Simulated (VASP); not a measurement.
# PbSe in VASP: further runs, part 2 of 2

VASP 6.6.1. Earlier steps stand in the parts before.

## 4. Single point, r2SCAN (strain +4.0%)

Input file POSCAR:

```
PbSe
1.0
    0.0000000000      3.2122503067      3.2122503067
    3.2122503067      0.0000000000      3.2122503067
    3.2122503067      3.2122503067      0.0000000000
Pb Se
1 1
Direct
    0.0000000000      0.0000000000      0.0000000000
    0.5000000000      0.5000000000      0.5000000000
```

Input file INCAR.step1:

```
SYSTEM = PbSe
PREC = Accurate
ENCUT = 520
ISMEAR = 0
SIGMA = 0.01
LREAL = .False.
LASPH = .True.
NELM = 60
NBANDS = 17
GGA = PE
ALGO = Normal
EDIFF = 1E-4
LWAVE = .True.
LCHARG = .False.
```

Input file INCAR.step2:

```
SYSTEM = PbSe
PREC = Accurate
ENCUT = 520
EDIFF = 1E-7
ISMEAR = 0
SIGMA = 0.01
LREAL = .False.
LASPH = .True.
NELM = 60
ALGO = Normal
ISIF = 2
LWAVE = .False.
LCHARG = .False.
METAGGA = R2SCAN
LMIXTAU = .True.
NBANDS = 17
ISTART = 1
```

Input file KPOINTS:

```
regular mesh
0
Gamma
  8 8 8
  0 0 0
```

Potentials or basis: VASP PAW PBE potentials, release 64 (Pb_d, Se).

The run is started by

```console
$ cat potpaw_PBE.64/Pb_d/POTCAR potpaw_PBE.64/Se/POTCAR > POTCAR
$ cp INCAR.step1 INCAR
$ mpirun -np 1 vasp_std > vasp.out
$ cp INCAR.step2 INCAR
$ mpirun -np 1 vasp_std > vasp.out
```

OUTCAR:

```text
SYSTEM = PbSe
   PREC = Accurate
   ENCUT = 520
   EDIFF = 1E-7
   ISMEAR = 0
   LREAL = .False.
   LASPH = .True.
   NELM = 60
   ISIF = 2
   METAGGA = R2SCAN
   ISTART = 1

 ion  position               nearest neighbor table
   1  0.000  0.000  0.000-   2 3.21   2 3.21   2 3.21   2 3.21   2 3.21   2 3.21
   2  0.500  0.500  0.500-   1 3.21   1 3.21   1 3.21   1 3.21   1 3.21   1 3.21

  LATTYP: Found a face centered cubic cell.
 ALAT       =     6.4245006134

  Lattice vectors:

 A1 = (   0.0000000000,   3.2122503067,   3.2122503067)
 A2 = (   3.2122503067,   0.0000000000,   3.2122503067)
 A3 = (   3.2122503067,   3.2122503067,   0.0000000000)

Analysis of symmetry for initial positions (statically):
=====================================================================
 Subroutine PRICEL returns:
 Original cell was already a primitive cell.

 Routine SETGRP: Setting up the symmetry group for a
 face centered cubic supercell.

 Subroutine GETGRP returns: Found 48 space group operations
 (whereof 48 operations were pure point group operations)
 out of a pool of 48 trial point group operations.

The static configuration has the point symmetry O_h .

Analysis of symmetry for dynamics (positions and initial velocities):
=====================================================================
 Subroutine PRICEL returns:
 Original cell was already a primitive cell.

 Routine SETGRP: Setting up the symmetry group for a
 face centered cubic supercell.

 Subroutine GETGRP returns: Found 48 space group operations
 (whereof 48 operations were pure point group operations)
 out of a pool of 48 trial point group operations.

The dynamic configuration has the point symmetry O_h .

 Subroutine INISYM returns: Found 48 space group operations
 (whereof 48 operations are pure point group operations),
 and found     1 'primitive' translations

----------------------------------------------------------------------------------------

                                     Primitive cell

  volume of cell :      66.2915

  direct lattice vectors                    reciprocal lattice vectors
     0.000000000  3.212250307  3.212250307    -0.155654122  0.155654122  0.155654122
     3.212250307  0.000000000  3.212250307     0.155654122 -0.155654122  0.155654122
     3.212250307  3.212250307  0.000000000     0.155654122  0.155654122 -0.155654122

  length of vectors
     4.542807949  4.542807949  4.542807949     0.269600847  0.269600847  0.269600847

  position of ions in fractional coordinates (direct lattice)
     0.000000000  0.000000000  0.000000000
     0.500000000  0.500000000  0.500000000

  ion indices of the primitive-cell ions
   primitive index   ion index
                 1           1
                 2           2

----------------------------------------------------------------------------------------

 KPOINTS: regular mesh

Automatic generation of k-mesh.
 Grid dimensions read from file:
 generate k-points for:    8    8    8

 Generating k-lattice:

  Cartesian coordinates                     Fractional coordinates (reciprocal lattice)
    -0.019456765  0.019456765  0.019456765     0.125000000  0.000000000  0.000000000
     0.019456765 -0.019456765  0.019456765     0.000000000  0.125000000  0.000000000
     0.019456765  0.019456765 -0.019456765     0.000000000  0.000000000  0.125000000

  Length of vectors
     0.033700106  0.033700106  0.033700106

  Shift w.r.t. Gamma in fractional coordinates (k-lattice)
     0.000000000  0.000000000  0.000000000

 Subroutine IBZKPT returns following result:
 ===========================================

 Found     29 irreducible k-points:

 Following reciprocal coordinates:
            Coordinates               Weight
  0.000000  0.000000  0.000000      1.000000
  0.125000  0.000000  0.000000      8.000000
  0.250000  0.000000  0.000000      8.000000
  0.375000  0.000000  0.000000      8.000000
  0.500000  0.000000  0.000000      4.000000
  0.125000  0.125000  0.000000      6.000000
[... 16 lines left out ...]
  0.500000  0.250000  0.125000     48.000000
 -0.375000  0.250000  0.125000     24.000000
 [... further k-points ...]
   k-points           NKPTS =     29   k-points in BZ     NKDIM =     29   number of bands    NBANDS=     17
   number of dos      NEDOS =    301   number of ions     NIONS =      2
   total plane-waves  NPLWV =  46656
   dimension x,y,z NGX =    36 NGY =   36 NGZ =   36
   dimension x,y,z NGXF=    72 NGYF=   72 NGZF=   72
   ions per type =               1   1
   NGX,Y,Z   is equivalent  to a cutoff of  13.17, 13.17, 13.17 a.u.
   NGXF,Y,Z  is equivalent  to a cutoff of  26.35, 26.35, 26.35 a.u.
 SYSTEM =  PbSe
   PREC   = accura    normal or accurate (medium, high low for compatibility)
   ISTART =      1    job   : 0-new  1-cont  2-samecut
   ICHARG =      0    charge: 1-file 2-atom 10-const
   ISPIN  =      1    spin polarized calculation?
   LNONCOLLINEAR =      F non collinear calculations
   LSORBIT =      F    spin-orbit coupling
   LASPH  =      T    aspherical Exc in radial PAW
   ENCUT  =  520.0 eV  38.22 Ry    6.18 a.u.   8.45  8.45  8.45*2*pi/ulx,y,z
   NELM   =     60;   NELMIN=  2; NELMDL=  0     # of ELM steps
   EDIFF  = 0.1E-06   stopping-criterion for ELM
   LREAL  =      F    real-space projection
   EDIFFG = 0.1E-05   stopping-criterion for IOM
   NSW    =      0    number of steps for IOM
   IBRION =     -1    ionic relax: 0-MD 1-quasi-New 2-CG
   NFREE  =      0    steps in history (QN), initial steepest desc. (CG)
   ISIF   =      2    stress and relaxation
   ISYM   =      2    0-nonsym 1-usesym 2-fastsym
   POTIM  = 0.5000    time-step for ionic-motion
   TEBEG  =    0.0;   TEEND  =   0.0 temperature during run
   PSTRESS=    0.0 pullay stress
   NELECT =      20.0000    total number of electrons
   NUPDOWN=      -1.0000    fix difference up-down
   EMIN   =  10.00;   EMAX   =-10.00  energy-range for DOS
   EFERMI =   0.00;   METHOD = LEGACY
   ISMEAR =     0;   SIGMA  =   0.01  broadening in eV -4-tet -1-fermi 0-gaus
   EFERMI_NEDOS =   21; number of points for ismear=-14 and -15
   IALGO  =     38    algorithm
   IMIX   =      4    mixing-type and parameters
     AMIX     =   0.40;   BMIX     =  1.00
     AMIX_MAG =   1.60;   BMIX_MAG =  1.00
  volume/ion in A,a.u.               =      33.15       223.68
  Fermi-wavevector in a.u.,A,eV,Ry     =   1.097991  2.074902 16.402970  1.205584
  Thomas-Fermi vector in A             =   2.234361
   LORBIT       =      0    0 simple, 1 ext, 2 COOP (PROOUT), +10 PAW based schemes
   METAGGA = R2SCAN    functional components
   LHFCALC =     F    Hartree Fock is set to
   AEXX    =    0.0000 exact exchange contribution
   IVDW    =     0    specifies the selected vdW correction
   LEPSILON=     F    determine dielectric tensor
   LRPA    =     F    only Hartree local field effects (RPA)
 non-spin polarized calculation
 Gauss-broadening in eV      SIGMA  =   0.01
  energy-cutoff  :      520.00
  volume of cell :       66.29
 maximum number of plane-waves:      1812
 NGX is ok and might be reduce to    36
   NGX = 17   NGY = 17   NGZ = 17

 number of electron      20.0000000 magnetization

 Free energy of the ion-electron system (eV)
  ---------------------------------------------------
  ext. energy  EPLUGINS =         0.00000000
  ---------------------------------------------------
  free energy    TOTEN  =       -71.82221866 eV

  energy without entropy =      -71.82221866  energy(sigma->0) =      -71.82221866

 E-fermi :   3.2521     XC(G=0):  -9.3687

 val. band max:        3.1421731105   @ k =   0.5000   0.0000   0.0000
 cond. band min:       4.1206373540   @ k =   0.5000   0.0000   0.0000
 fundamental gap:      0.9784642435
 Fermi energy:         3.2521309233

 k-point     1 :       0.0000    0.0000    0.0000
  band No.  band energies     occupation
      1     -14.0702      2.00000
      2     -14.0702      2.00000
      3     -14.0702      2.00000
      4     -14.0600      2.00000
      5     -14.0600      2.00000
      6      -9.7574      2.00000
[... 9 lines left out ...]
     16      10.4734      0.00000
     17      11.3208      0.00000

 k-point     2 :       0.1250    0.0000    0.0000
  band No.  band energies     occupation
      1     -14.0697      2.00000
      2     -14.0687      2.00000
      3     -14.0687      2.00000
      4     -14.0606      2.00000
      5     -14.0606      2.00000
      6      -9.6646      2.00000
[... 9 lines left out ...]
     16      10.7794      0.00000
     17      12.3626      0.00000
[... 421 lines left out ...]
 k-point    24 :      -0.3750    0.2500    0.1250
  band No.  band energies     occupation
      1     -14.0883      2.00000
      2     -14.0685      2.00000
      3     -14.0621      2.00000
      4     -14.0578      2.00000
      5     -14.0496      2.00000
      6      -8.8516      2.00000
[... 9 lines left out ...]
     16      14.5328      0.00000
     17      14.5489      0.00000

 [... further k-points ...]
[... 5 lines left out ...]
  --------------------------------------------------------------------------------------
  -------------------------------------------------------------------------------------
  Total       -1.9374643     -1.9374643     -1.9374643     -0.0000000      0.0000000     -0.0000000
  in kB      -46.8259027    -46.8259027    -46.8259027     -0.0000000      0.0000000     -0.0000000
  external PRESSURE =     -46.8259027 kB  Pullay stress =       0.0000000 kB

 VOLUME and BASIS-vectors are now :
 -----------------------------------------------------------------------------
  energy-cutoff  :      520.00
  volume of cell :       66.29
      direct lattice vectors                 reciprocal lattice vectors
     0.000000000  3.212250307  3.212250307    -0.155654122  0.155654122  0.155654122
     3.212250307  0.000000000  3.212250307     0.155654122 -0.155654122  0.155654122
     3.212250307  3.212250307  0.000000000     0.155654122  0.155654122 -0.155654122

 POSITION                                       TOTAL-FORCE (eV/Angst)
 -----------------------------------------------------------------------------------
      0.00000      0.00000      0.00000         0.000000      0.000000     -0.000000
      3.21225      3.21225      3.21225        -0.000000     -0.000000      0.000000
 -----------------------------------------------------------------------------------
    total drift:                                0.000000      0.000000      0.000000

  FREE ENERGIE OF THE ION-ELECTRON SYSTEM (eV)
  ---------------------------------------------------
  free  energy   TOTEN  =       -71.8222186566 eV

  energy  without entropy=      -71.8222186566  energy(sigma->0) =      -71.82221866
```

OSZICAR.step1:

```text
N       E                     dE             d eps       ncg     rms          rms(c)
DAV:   1     0.155991332522E+03    0.15599E+03   -0.93762E+03   986   0.115E+03
DAV:   2     0.362009028000E+01   -0.15237E+03   -0.14635E+03  1044   0.294E+02
DAV:   3    -0.822097000218E+01   -0.11841E+02   -0.11767E+02  1218   0.896E+01
DAV:   4    -0.851938359526E+01   -0.29841E+00   -0.29816E+00  1226   0.162E+01
DAV:   5    -0.852909469574E+01   -0.97111E-02   -0.97105E-02  1405   0.284E+00    0.270E+00
DAV:   6    -0.812066094465E+01    0.40843E+00   -0.11168E+00  1432   0.609E+00    0.134E+00
DAV:   7    -0.811813710105E+01    0.25238E-02   -0.13885E-01  1131   0.165E+00    0.816E-01
DAV:   8    -0.812235952073E+01   -0.42224E-02   -0.18774E-02  1147   0.132E+00    0.241E-01
DAV:   9    -0.812145260549E+01    0.90692E-03   -0.39919E-03  1378   0.481E-01    0.903E-02
DAV:  10    -0.812159326158E+01   -0.14066E-03   -0.33774E-04  1127   0.111E-01    0.315E-02
DAV:  11    -0.812160388320E+01   -0.10622E-04   -0.38736E-05   848   0.632E-02
   1 F= -.81216039E+01 E0= -.81216039E+01  d E =-.130803E-56
```

It took 65 s on 1 thread of Intel Xeon 6975P-C (Granite Rapids), shared host; peak memory 0.22 GiB.

What came out:

* Free energy: -71.8222 eV
* Pressure: -4.7 GPa
* Band gap on the k mesh: 0.98 eV, direct

Caveat: the cell differs from its parent crystal (strain +4.0%); the PAW data sets were made with another functional, which shifts forces and pressure a little; spin-orbit coupling is left out, which moves the levels of the heavy elements. A k mesh can miss the band edges.

## 5. Single point, PBE (uniaxial z strain +2.5%)

Input file INCAR:

```
SYSTEM = PbSe
PREC     = Accurate       ! precision mode
ENCUT    = 520            ! plane-wave cutoff, eV
EDIFF    = 1E-7           ! SCF threshold, eV
ISMEAR   = -1             ! smearing method
SIGMA    = 0.02           ! smearing width, eV
LREAL    = .False.        ! projectors in reciprocal space
LASPH    = .True.         ! aspherical terms in the spheres
NELM     = 60             ! most SCF steps
ALGO     = Normal         ! electronic algorithm
ISIF     = 2              ! what is computed and relaxed
LWAVE    = .False.        ! write WAVECAR
LCHARG   = .False.        ! write CHGCAR
GGA      = PE             ! functional
NBANDS   = 17             ! bands
```

KPOINTS is that of step 4.

Input file POSCAR:

```
PbSe
1.0
    0.0000000000      3.0887022180      3.1659197734
    3.0887022180      0.0000000000      3.1659197734
    3.0887022180      3.0887022180      0.0000000000
Pb Se
1 1
Direct
    0.0000000000      0.0000000000      0.0000000000
    0.5000000000      0.5000000000      0.5000000000
```

The run is started by

```console
$ cat potpaw_PBE.64/Pb_d/POTCAR potpaw_PBE.64/Se/POTCAR > POTCAR
$ mpirun -np 1 vasp_std > vasp.out
```

Run time: 23 s. Hardware: 1 thread of Intel Xeon 6975P-C (Granite Rapids), shared host; peak memory 0.23 GiB.

It converged, with:

- Free energy: -8.1911 eV
- Pressure: -0.2 GPa
- Band gap on the k mesh: 0.44 eV, direct

Stress tensor (GPa, compression positive):
```
 0.61  0.00  0.00
 0.00  0.61  0.00
 0.00  0.00 -1.76
```

Levels at points of the mesh, in eV from the valence-band top:
```tsv
k point	band 6	band 7	band 8	band 9	band 10	band 11	band 12	band 13	band 14	band 15
(0.00, 0.00, 0.00)	-13.14	-6.36	-1.69	-1.69	-1.49	4.27	4.80	4.80	6.56	6.70
(0.50, 0.00, 0.00)	-12.20	-8.50	-1.28	-1.22	0.00	0.44	1.77	1.89	8.51	10.05
(0.50, 0.50, 0.00)	-11.97	-7.21	-4.50	-2.86	-2.86	4.00	5.53	5.53	5.65	11.24
(0.50, 0.00, 0.50)	-11.86	-7.31	-4.55	-3.03	-2.78	3.91	5.13	5.67	5.95	10.90
```

Caveat: the cell differs from its parent crystal (uniaxial z strain +2.5%); spin-orbit coupling is left out, which moves the levels of the heavy elements. A k mesh can miss the band edges.

## 6. Overview

```csv
level,cell,smearing,gap on the mesh (eV),pressure (GPa)
PBE,"a = 4.368 Å, angles 60.0°, 2 atoms",fermi-dirac 0.02 eV,0.38,0.9
r2SCAN,"a = 4.368 Å, angles 60.0°, 2 atoms",gaussian 0.01 eV,0.67,0.0
r2SCAN,"a = 4.543 Å, angles 60.0°, 2 atoms",gaussian 0.01 eV,0.98,-4.7
PBE,"a = 4.423, b = 4.423, c = 4.368 Å, angles 60.4, 60.4, 59.2°, 2 atoms",fermi-dirac 0.02 eV,0.44,-0.2
```

Alike in all rows: task single point; potentials or basis VASP PAW PBE potentials, release 64 (Pb_d, Se); no spin polarisation; k mesh 8 × 8 × 8; cutoff (eV) 520.

Caveats: spin-orbit coupling is left out, which moves the levels of the heavy elements; the PAW data sets were made with another functional, which shifts forces and pressure a little (some runs).

Total energies depend on the potentials used, so only differences within one code and one set of settings carry meaning.
